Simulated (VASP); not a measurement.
Sn:

```xyz
1
Lattice="-1.7265 1.7755 2.3383 1.7265 -1.7755 2.3383 1.7265 1.7755 -2.3383" Properties=species:S:1:pos:R:3 pbc="T T T"
Sn    0.0000    0.0000    0.0000
```

- Program: VASP 6.6.1
- Task: relaxation of cell and atoms
- Functional: LDA
- Potentials or basis: VASP PAW LDA potentials, release 64 (Sn_d)
- Cutoff: 600 eV
- k mesh: 11 × 11 × 11
- Occupations: fermi-dirac, width 0.05 eV
- Spin: no spin polarisation

At the start: pressure -4.7 GPa; volume 28.67 Å³/atom.

Q: Where does the relaxation end?

A: Over 15 steps the energy falls by 47.5 meV/atom and the volume is 25.94 Å³/atom (-9.5 %); space group Immm (No. 71, to 0.1 Å) before, I4/mmm (No. 139, to 0.1 Å).

The path:
| step | energy change (eV) | largest force (eV/Å) | pressure (GPa) | volume (Å³) |
| --- | --- | --- | --- | --- |
| 1 | 0.0000 | 0.0000 | -4.69 | 28.67 |
| 2 | -0.0440 | 0.0000 | 1.50 | 25.33 |
| 3 | -0.0465 | 0.0000 | 0.12 | 25.88 |
| 4 | -0.0464 | 0.0000 | -0.04 | 25.94 |
| 5 | -0.0472 | 0.0000 | -0.03 | 25.95 |
| 6 | -0.0474 | 0.0000 | -0.04 | 25.96 |
| 7 | -0.0474 | 0.0000 | -0.06 | 25.96 |
| 8 | -0.0474 | 0.0000 | -0.07 | 25.96 |
| 9 | -0.0474 | 0.0000 | -0.06 | 25.96 |
| 10 | -0.0474 | 0.0000 | -0.07 | 25.96 |
| 11 | -0.0474 | 0.0000 | 0.04 | 25.92 |
| 12 | -0.0474 | 0.0000 | 0.10 | 25.89 |
| 13 | -0.0475 | 0.0000 | 0.08 | 25.91 |
| 14 | -0.0475 | 0.0000 | -0.08 | 25.96 |
| 15 | -0.0475 | 0.0000 | -0.03 | 25.94 |

Final structure:
```yaml
crystal:
  lattice:
    - [-1.68351, 1.68417, 2.28685]
    - [1.68351, -1.68417, 2.28685]
    - [1.68351, 1.68417, -2.28685]
  atoms:
    - { symbol: Sn, position: [0.00000, 0.00000, 0.00000] }
```
